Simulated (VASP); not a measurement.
BiN:

```
CELL_PARAMETERS angstrom
0.00000 2.77610 2.77610
2.77610 0.00000 2.77610
2.77610 2.77610 0.00000
ATOMIC_POSITIONS crystal
Bi 0.00000 0.00000 0.00000
N 0.25000 0.25000 0.25000
```

Base run:

```yaml
Program: VASP 6.6.1
Functional: r2SCAN
Potentials_or_basis: VASP PAW PBE potentials, release 64 (Bi_d, N)
Cutoff: 520 eV
k_mesh: 10 × 10 × 10
Occupations: gaussian, width 0.05 eV
Spin: no spin polarisation
```

Its results: band gap on the k mesh zero (band 10 reaches 6.45 eV, above the bottom of band 11 at 5.84 eV); pressure -1.8 GPa.

Problem. The run is repeated on the same cell with these changes: functional from r2SCAN to PBE. What comes out?

Solution. Band gap on the k mesh zero (band 10 reaches 6.50 eV, above the bottom of band 11 at 5.91 eV); pressure 0.0 GPa.

Caveats: spin-orbit coupling is left out, which moves the levels of the heavy elements; the PAW data sets were made with another functional, which shifts forces and pressure a little (some runs).
